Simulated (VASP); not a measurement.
# Si2W (I4/mmm) in VASP: notebook

Si2W is run at these levels: PBEsol+U; tasks: single point.

Program: VASP 6.6.1. These are calculated values, not measurements. Logs are shortened: lines on timing, memory, paths and dates and some standing lists are left out, and cuts for length are marked.

## Step 1: The cell of the first run

The structure is tetragonal, space group I4/mmm (No. 139). The conventional cell has a = 3.205 Å, b = 3.205 Å, c = 7.791 Å, α = 90.00°, β = 90.00°, γ = 90.00°. W (site symmetry 4/mmm) has 10 Si at 2.60 to 2.62 Å and 4 W at 3.20 Å within 3.4 Å. Within 3.4 Å of Si (site symmetry 4mm) lie 9 Si at 2.56 to 3.20 Å and 5 W at 2.60 to 2.62 Å.

## Step 2: Single point, PBEsol+U

The input, INCAR:

```
SYSTEM = Si2W
PREC = Accurate ; ENCUT = 520
EDIFF = 1E-7 ; ISMEAR = -1
SIGMA = 0.05 ; LREAL = .False.
LASPH = .True. ; NELM = 150
ALGO = Normal ; ISIF = 2
LWAVE = .False. ; LCHARG = .False.
LMAXMIX = 4 ; LDAU = .True.
LDAUTYPE = 2 ; LDAUL = 2 -1
LDAUU = 4 0 ; LDAUJ = 0 0
LDAUPRINT = 1 ; GGA = PS
NBANDS = 18
```

The input, KPOINTS:

```
Automatic mesh
0
Gamma
  12 12 12
  0 0 0
```

The input, POSCAR:

```
Si2W
1.0
   -1.6024114995      1.6024114995      3.8954319134
    1.6024114995     -1.6024114995      3.8954319134
    1.6024114995      1.6024114995     -3.8954319134
W Si
1 2
Direct
    0.0000000000      0.0000000000      0.0000000000
    0.6640816010      0.6640816010      0.0000000000
    0.3359183990      0.3359183990      0.0000000000
```

Potentials or basis: VASP PAW PBE potentials, release 64 (W_sv, Si).

Started as:

```bash
cat potpaw_PBE.64/W_sv/POTCAR potpaw_PBE.64/Si/POTCAR > POTCAR
mpirun -np 1 vasp_std > vasp.out
```

OUTCAR:

```text
SYSTEM = Si2W
   PREC = Accurate
   ENCUT = 520
   EDIFF = 1E-7
   ISMEAR = -1
   LREAL = .False.
   LASPH = .True.
   NELM = 150
   ISIF = 2
   GGA = PS

 ion  position               nearest neighbor table
   1  0.000  0.000  0.000-   2 2.60   2 2.60   2 2.60   3 2.60   2 2.60   3 2.60   3 2.60   3 2.60
                             2 2.62   3 2.62
   2  0.664  0.664  0.000-   3 2.56   1 2.60   1 2.60   1 2.60   1 2.60   1 2.62   3 2.63   3 2.63
                             3 2.63   3 2.63
   3  0.336  0.336  0.000-   2 2.56   1 2.60   1 2.60   1 2.60   1 2.60   1 2.62   2 2.63   2 2.63
                             2 2.63   2 2.63

  LATTYP: Found a body centered tetragonal cell.
 ALAT       =     3.2048229990
 C/A-ratio  =     2.4309810025

  Lattice vectors:

 A1 = (  -1.6024114995,   1.6024114995,   3.8954319134)
 A2 = (   1.6024114995,  -1.6024114995,   3.8954319134)
 A3 = (   1.6024114995,   1.6024114995,  -3.8954319134)

Analysis of symmetry for initial positions (statically):
=====================================================================
 Subroutine PRICEL returns:
 Original cell was already a primitive cell.

 Routine SETGRP: Setting up the symmetry group for a
 body centered tetragonal supercell.

 Subroutine GETGRP returns: Found 16 space group operations
 (whereof 16 operations were pure point group operations)
 out of a pool of 16 trial point group operations.

The static configuration has the point symmetry D_4h.

Analysis of symmetry for dynamics (positions and initial velocities):
=====================================================================
 Subroutine PRICEL returns:
 Original cell was already a primitive cell.

 Routine SETGRP: Setting up the symmetry group for a
 body centered tetragonal supercell.

 Subroutine GETGRP returns: Found 16 space group operations
 (whereof 16 operations were pure point group operations)
 out of a pool of 16 trial point group operations.

The dynamic configuration has the point symmetry D_4h.

 Subroutine INISYM returns: Found 16 space group operations
 (whereof 16 operations are pure point group operations),
 and found     1 'primitive' translations

----------------------------------------------------------------------------------------

                                     Primitive cell

  volume of cell :      40.0096

  direct lattice vectors                    reciprocal lattice vectors
    -1.602411500  1.602411500  3.895431913     0.000000000  0.312029713  0.128355472
     1.602411500 -1.602411500  3.895431913     0.312029713  0.000000000  0.128355472
     1.602411500  1.602411500 -3.895431913     0.312029713  0.312029713  0.000000000

  length of vectors
     4.506643432  4.506643432  4.506643432     0.337398383  0.337398383  0.441276652

  position of ions in fractional coordinates (direct lattice)
     0.000000000  0.000000000  0.000000000
     0.664081601  0.664081601  0.000000000
     0.335918399  0.335918399  0.000000000

  ion indices of the primitive-cell ions
   primitive index   ion index
                 1           1
                 2           2
                 3           3

----------------------------------------------------------------------------------------

 KPOINTS: Automatic mesh

Automatic generation of k-mesh.
 Grid dimensions read from file:
 generate k-points for:   12   12   12

 Generating k-lattice:

  Cartesian coordinates                     Fractional coordinates (reciprocal lattice)
     0.000000000  0.026002476  0.010696289     0.083333333  0.000000000 -0.000000000
     0.026002476  0.000000000  0.010696289     0.000000000  0.083333333 -0.000000000
     0.026002476  0.026002476  0.000000000     0.000000000  0.000000000  0.083333333

  Length of vectors
     0.028116532  0.028116532  0.036773054

  Shift w.r.t. Gamma in fractional coordinates (k-lattice)
     0.000000000  0.000000000  0.000000000

 Subroutine IBZKPT returns following result:
 ===========================================

 Found    163 irreducible k-points:

 Following reciprocal coordinates:
            Coordinates               Weight
  0.000000  0.000000  0.000000      1.000000
  0.083333  0.000000 -0.000000      8.000000
  0.166667  0.000000 -0.000000      8.000000
  0.250000  0.000000 -0.000000      8.000000
  0.333333  0.000000 -0.000000      8.000000
  0.416667  0.000000 -0.000000      8.000000
[... 16 lines left out ...]
  0.500000  0.166667 -0.000000     16.000000
 -0.416667  0.166667  0.000000     16.000000
 [... further k-points ...]
   k-points           NKPTS =    163   k-points in BZ     NKDIM =    163   number of bands    NBANDS=     18
   number of dos      NEDOS =    301   number of ions     NIONS =      3
   total plane-waves  NPLWV =  46656
   dimension x,y,z NGX =    36 NGY =   36 NGZ =   36
   dimension x,y,z NGXF=    72 NGYF=   72 NGZF=   72
   ions per type =               1   2
   NGX,Y,Z   is equivalent  to a cutoff of  13.28, 13.28, 13.28 a.u.
   NGXF,Y,Z  is equivalent  to a cutoff of  26.56, 26.56, 26.56 a.u.
 SYSTEM =  Si2W
   PREC   = accura    normal or accurate (medium, high low for compatibility)
   ISTART =      0    job   : 0-new  1-cont  2-samecut
   ICHARG =      2    charge: 1-file 2-atom 10-const
   ISPIN  =      1    spin polarized calculation?
   LNONCOLLINEAR =      F non collinear calculations
   LSORBIT =      F    spin-orbit coupling
   LASPH  =      T    aspherical Exc in radial PAW
   ENCUT  =  520.0 eV  38.22 Ry    6.18 a.u.   8.38  8.38  8.38*2*pi/ulx,y,z
   NELM   =    150;   NELMIN=  2; NELMDL= -5     # of ELM steps
   EDIFF  = 0.1E-06   stopping-criterion for ELM
   LREAL  =      F    real-space projection
   EDIFFG = 0.1E-05   stopping-criterion for IOM
   NSW    =      0    number of steps for IOM
   IBRION =     -1    ionic relax: 0-MD 1-quasi-New 2-CG
   NFREE  =      0    steps in history (QN), initial steepest desc. (CG)
   ISIF   =      2    stress and relaxation
   ISYM   =      2    0-nonsym 1-usesym 2-fastsym
   POTIM  = 0.5000    time-step for ionic-motion
   TEBEG  =    0.0;   TEEND  =   0.0 temperature during run
   PSTRESS=    0.0 pullay stress
   NELECT =      22.0000    total number of electrons
   NUPDOWN=      -1.0000    fix difference up-down
   EMIN   =  10.00;   EMAX   =-10.00  energy-range for DOS
   EFERMI =   0.00;   METHOD = LEGACY
   ISMEAR =    -1;   SIGMA  =   0.05  broadening in eV -4-tet -1-fermi 0-gaus
   EFERMI_NEDOS =   21; number of points for ismear=-14 and -15
   IALGO  =     38    algorithm
   IMIX   =      4    mixing-type and parameters
     AMIX     =   0.40;   BMIX     =  1.00
     AMIX_MAG =   1.60;   BMIX_MAG =  1.00
  volume/ion in A,a.u.               =      13.34        90.00
  Fermi-wavevector in a.u.,A,eV,Ry     =   1.341203  2.534506 24.474503  1.798825
  Thomas-Fermi vector in A             =   2.469455
   LORBIT       =      0    0 simple, 1 ext, 2 COOP (PROOUT), +10 PAW based schemes
 LDA+U is selected, type is set to LDAUTYPE =  2
   angular momentum for each species LDAUL =     2   -1
   U (eV)           for each species LDAUU =   4.0  0.0
   J (eV)           for each species LDAUJ =   0.0  0.0
   GGA     = PS    functional components
   LHFCALC =     F    Hartree Fock is set to
   AEXX    =    0.0000 exact exchange contribution
   IVDW    =     0    specifies the selected vdW correction
   LEPSILON=     F    determine dielectric tensor
   LRPA    =     F    only Hartree local field effects (RPA)
 non-spin polarized calculation
  energy-cutoff  :      520.00
  volume of cell :       40.01
 maximum number of plane-waves:      1097
 NGX is ok and might be reduce to    36
   NGX = 17   NGY = 17   NGZ = 17

atom =   1  type =  1  l = 2

 onsite density matrix

spin component  1

  0.4148  0.0000  0.0000  0.0000  0.0000
  0.0000  0.4149 -0.0000  0.0000  0.0000
  0.0000 -0.0000  0.3098 -0.0000 -0.0000
  0.0000  0.0000 -0.0000  0.4149 -0.0000
  0.0000  0.0000 -0.0000 -0.0000  0.2460

spin component  2

  0.4148  0.0000  0.0000  0.0000  0.0000
  0.0000  0.4149 -0.0000  0.0000  0.0000
  0.0000 -0.0000  0.3098 -0.0000 -0.0000
  0.0000  0.0000 -0.0000  0.4149 -0.0000
  0.0000  0.0000 -0.0000 -0.0000  0.2460

 occupancies and eigenvectors

  o =  0.2460  v =  0.0000 -0.0000  0.0000 -0.0000  1.0000  0.0000  0.0000  0.0000  0.0000  0.0000      0.0000  0.0000  0.0000  0.0000  0.0000  0.0000  0.0000  0.0000  0.0000  0.0000
  o =  0.2460  v =  0.0000  0.0000  0.0000  0.0000  0.0000  0.0000 -0.0000  0.0000 -0.0000  1.0000      0.0000  0.0000  0.0000  0.0000  0.0000  0.0000  0.0000  0.0000  0.0000  0.0000
  o =  0.3098  v =  0.0000  0.0000  1.0000 -0.0000  0.0000  0.0000  0.0000  0.0000  0.0000  0.0000      0.0000  0.0000  0.0000  0.0000  0.0000  0.0000  0.0000  0.0000  0.0000  0.0000
  o =  0.3098  v =  0.0000  0.0000  0.0000  0.0000  0.0000  0.0000  0.0000  1.0000 -0.0000  0.0000      0.0000  0.0000  0.0000  0.0000  0.0000  0.0000  0.0000  0.0000  0.0000  0.0000
  o =  0.4148  v =  1.0000  0.0000  0.0000  0.0000  0.0000  0.0000  0.0000  0.0000  0.0000  0.0000      0.0000  0.0000  0.0000  0.0000  0.0000  0.0000  0.0000  0.0000  0.0000  0.0000
  o =  0.4148  v =  0.0000  0.0000  0.0000  0.0000  0.0000  1.0000  0.0000  0.0000  0.0000  0.0000      0.0000  0.0000  0.0000  0.0000  0.0000  0.0000  0.0000  0.0000  0.0000  0.0000
  o =  0.4149  v =  0.0000  0.0000  0.0000  0.0000  0.0000  0.0000  0.0000  0.0000  1.0000  0.0000      0.0000  0.0000  0.0000  0.0000  0.0000  0.0000  0.0000  0.0000  0.0000  0.0000
  o =  0.4149  v =  0.0000  0.0000  0.0000  1.0000  0.0000  0.0000  0.0000  0.0000  0.0000  0.0000      0.0000  0.0000  0.0000  0.0000  0.0000  0.0000  0.0000  0.0000  0.0000  0.0000
  o =  0.4149  v =  0.0000  0.0000  0.0000  0.0000  0.0000  0.0000 -1.0000  0.0000  0.0000 -0.0000      0.0000  0.0000  0.0000  0.0000  0.0000  0.0000  0.0000  0.0000  0.0000  0.0000
  o =  0.4149  v =  0.0000 -1.0000  0.0000  0.0000 -0.0000  0.0000  0.0000  0.0000  0.0000  0.0000      0.0000  0.0000  0.0000  0.0000  0.0000  0.0000  0.0000  0.0000  0.0000  0.0000

 number of electron      21.9999999 magnetization

 Free energy of the ion-electron system (eV)
  ---------------------------------------------------
  ext. energy  EPLUGINS =         0.00000000
  ---------------------------------------------------
  free energy    TOTEN  =       -22.08354866 eV

  energy without entropy =      -22.08068694  energy(sigma->0) =      -22.08211780

 E-fermi :  12.1520     XC(G=0): -12.6613

 val. band max:       12.1472702562   @ k =  -0.4167  -0.4167   0.4167
 cond. band min:      12.1532478315   @ k =   0.0833   0.0000  -0.0000
 fundamental gap:      0.0059775753
 Fermi energy:        12.1520113696

 k-point     1 :       0.0000    0.0000    0.0000
  band No.  band energies     occupation
      1     -62.0865      2.00000
      2     -26.3232      2.00000
      3     -26.3232      2.00000
      4     -26.3196      2.00000
      5      -2.1016      2.00000
      6       5.2313      2.00000
[... 10 lines left out ...]
     17      17.9285      0.00000
     18      17.9285      0.00000

 k-point     2 :       0.0833    0.0000   -0.0000
  band No.  band energies     occupation
      1     -62.0860      2.00000
      2     -26.3385      2.00000
      3     -26.3218      2.00000
      4     -26.3185      2.00000
      5      -1.9668      2.00000
      6       5.2366      2.00000
[... 10 lines left out ...]
     17      17.9320      0.00000
     18      18.3862      0.00000

 k-point     3 :       0.1667    0.0000   -0.0000
  band No.  band energies     occupation
      1     -62.0846      2.00000
      2     -26.3799      2.00000
      3     -26.3181      2.00000
      4     -26.3154      2.00000
      5      -1.5692      2.00000
      6       5.2000      2.00000
[... 10 lines left out ...]
     17      18.1804      0.00000
     18      19.4125      0.00000

 k-point     4 :       0.2500    0.0000   -0.0000
  band No.  band energies     occupation
      1     -62.0826      2.00000
      2     -26.4360      2.00000
      3     -26.3129      2.00000
      4     -26.3111      2.00000
      5      -0.9282      2.00000
      6       4.9239      2.00000
[... 375 lines left out ...]
      4     -26.2991      2.00000
      5       1.5937      2.00000
      6       3.1324      2.00000
[... 10 lines left out ...]
     17      19.4840      0.00000
     18      20.8483      0.00000

 k-point    23 :       0.5000    0.1667   -0.0000
  band No.  band energies     occupation
      1     -62.0767      2.00000
      2     -26.5387      2.00000
      3     -26.3563      2.00000
      4     -26.2969      2.00000
      5       2.0652      2.00000
      6       2.6730      2.00000
[... 10 lines left out ...]
     17      19.5377      0.00000
     18      20.8789      0.00000

 k-point    24 :      -0.4167    0.1667    0.0000
  band No.  band energies     occupation
      1     -62.0772      2.00000
      2     -26.5241      2.00000
      3     -26.3578      2.00000
      4     -26.2972      2.00000
      5       1.0247      2.00000
      6       3.7550      2.00000
[... 10 lines left out ...]
     17      19.2208      0.00000
     18      20.5548      0.00000

 [... further k-points ...]
[... 5 lines left out ...]
  --------------------------------------------------------------------------------------
  -------------------------------------------------------------------------------------
  Total        1.1264679      1.1264679      1.4496180      0.0000000      0.0000000      0.0000000
  in kB       45.1092575     45.1092575     58.0497606      0.0000000      0.0000000      0.0000000
  external PRESSURE =      49.4227585 kB  Pullay stress =       0.0000000 kB

 VOLUME and BASIS-vectors are now :
 -----------------------------------------------------------------------------
  energy-cutoff  :      520.00
  volume of cell :       40.01
      direct lattice vectors                 reciprocal lattice vectors
    -1.602411500  1.602411500  3.895431913     0.000000000  0.312029713  0.128355472
     1.602411500 -1.602411500  3.895431913     0.312029713  0.000000000  0.128355472
     1.602411500  1.602411500 -3.895431913     0.312029713  0.312029713  0.000000000

 POSITION                                       TOTAL-FORCE (eV/Angst)
 -----------------------------------------------------------------------------------
      0.00000      0.00000      0.00000        -0.000000     -0.000000      0.000000
      0.00000      0.00000      5.17377        -0.000000     -0.000000      0.213471
      0.00000      0.00000      2.61709         0.000000      0.000000     -0.213471
 -----------------------------------------------------------------------------------
    total drift:                                0.000000     -0.000000     -0.000000

  FREE ENERGIE OF THE ION-ELECTRON SYSTEM (eV)
  ---------------------------------------------------
  free  energy   TOTEN  =       -22.0835486622 eV

  energy  without entropy=      -22.0806869375  energy(sigma->0) =      -22.08211780
```

Wall time 4.6 min (1 thread of Intel Xeon 8259CL, shared host); peak memory 0.28 GiB.

Results:

* Free energy: -22.0835 eV
* Pressure: 4.9 GPa
* Largest force: 0.213 eV/Å
* Band gap on the k mesh: zero (bands 11 and 12 overlap by 1.27 eV)

Forces in eV/Å, atoms in the order of the input:
```
W    0.000  0.000  0.000
Si   0.000  0.000  0.213
Si   0.000  0.000 -0.213
```

Eigenvalues of the final occupation matrices:
```
    site  spin  trace               eigenvalues
site 1 d     1   1.80  0.25 0.31 0.41 0.41 0.41
site 1 d     2   1.80  0.25 0.31 0.41 0.41 0.41
```

Caveat: the cell stands under pressure; the PAW data sets were made with another functional, which shifts forces and pressure a little; spin-orbit coupling is left out, which moves the levels of the heavy elements; U without spin polarisation on a metal has little footing; the U is typed as a test and isn't derived for this compound.

## Step 3: Single point, PBEsol+U

The input, INCAR:

```
SYSTEM = Si2W
ALGO = Normal
EDIFF = 1E-6
ENCUT = 520
GGA = PS
ISIF = 2
ISMEAR = -1
LASPH = .TRUE.
LCHARG = .TRUE.
LDAU = .TRUE.
LDAUJ = 0 0
LDAUL = 2 -1
LDAUPRINT = 1
LDAUTYPE = 2
LDAUU = 5 0
LELF = .TRUE.
LMAXMIX = 4
LREAL = .FALSE.
LVHAR = .TRUE.
LWAVE = .FALSE.
NBANDS = 18
NELM = 150
PREC = Accurate
SIGMA = 0.05
```

The input, KPOINTS:

```
k-points
0
G
  12 12 12
  0 0 0
```

The input, POSCAR:

```
Si2W
1.0
   -1.6031234368      1.6031234368      3.8919682686
    1.6031234368     -1.6031234368      3.8919682686
    1.6031234368      1.6031234368     -3.8919682686
W Si
1 2
Direct
    0.0000000000      0.0000000000      0.0000000000
    0.6636593407      0.6636593407      0.0000000000
    0.3363406593      0.3363406593      0.0000000000
```

Potentials or basis: VASP PAW PBE potentials, release 64 (W_sv, Si).

Started as:

```bash
cat potpaw_PBE.64/W_sv/POTCAR potpaw_PBE.64/Si/POTCAR > POTCAR
mpirun -np 1 vasp_std > vasp.out
```

Wall time 4.6 min (1 thread of Intel Xeon 8259CL, shared host); peak memory 0.28 GiB.

It converged, with:

```yaml
Free_energy: -20.9573 eV
Pressure: 6.1 GPa
Largest_force: 0.259 eV/Å
Band_gap_on_the_k_mesh: zero (bands 11 and 12 overlap by 1.21 eV)
```

Forces on the atoms (eV/Å):
```
W    0.000  0.000  0.000
Si   0.000  0.000  0.259
Si   0.000  0.000 -0.259
```

Stress tensor (GPa, compression positive):
```
5.58 0.00 0.00
0.00 5.58 0.00
0.00 0.00 7.23
```

Levels at points of the mesh, in eV from the Fermi level:
```tsv
k point	band 7	band 8	band 9	band 10	band 11	band 12	band 13	band 14	band 15	band 16
(0.00, 0.00, 0.00)	-3.78	-2.98	-2.91	-2.91	0.49	2.75	2.83	2.84	2.84	4.97
(0.50, 0.00, 0.00)	-5.87	-5.02	-2.98	-2.59	-0.51	2.78	3.27	3.81	4.58	4.96
(0.50, 0.50, 0.00)	-6.14	-5.50	-5.04	-3.36	-2.03	2.84	3.43	3.72	3.97	4.10
(0.50, 0.50, 0.50)	-3.57	-2.37	-0.92	-0.92	-0.57	-0.57	0.67	4.56	4.99	6.35
```

Eigenvalues of the final occupation matrices:
```tsv
site	spin	trace	eigenvalues
site 1 d	1	1.79	0.24 0.30 0.42 0.42 0.42
site 1 d	2	1.79	0.24 0.30 0.42 0.42 0.42
```

Caveat: the cell stands under pressure; the PAW data sets were made with another functional, which shifts forces and pressure a little; spin-orbit coupling is left out, which moves the levels of the heavy elements; U without spin polarisation on a metal has little footing; the U is typed as a test and isn't derived for this compound.
